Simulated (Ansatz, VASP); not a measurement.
Two plane-wave programs on SiC

```
Si C
1.0
     0.00000    2.17805    2.11271
     2.17805    0.00000    2.11271
     2.17805    2.17805    0.00000
Si C
1 1
Cartesian
  0.0000 0.0000 0.0000
  1.0890 1.0890 1.0564
```

Change from the starting cell: uniaxial_z strain -3.0%.

Alike in both runs: task single point; functional r2SCAN; k mesh 10 × 10 × 10; no spin polarisation.

|  | VASP | Ansatz |
| --- | --- | --- |
| version | VASP 6.6.1 | Ansatz 0.2.0 |
| potentials or method | VASP PAW PBE potentials, release 64 (Si, C) | plane waves, PAW |
| plane-wave cutoff (eV) | 520 | 500 |
| occupations | gaussian, width 0.01 eV | fixed |
| valence electrons in the cell | 8 | 8 |

```tsv
	VASP	Ansatz	Ansatz less VASP
gap on the k mesh at the Fermi level (eV)	1.38	1.36	-0.011
pressure (GPa)	7.1	7.3	+0.21
traceless stress, the component that is largest in VASP (GPa)	5.37	5.34	-0.028
```

VASP's potentials were made for PBE, not for r2SCAN.
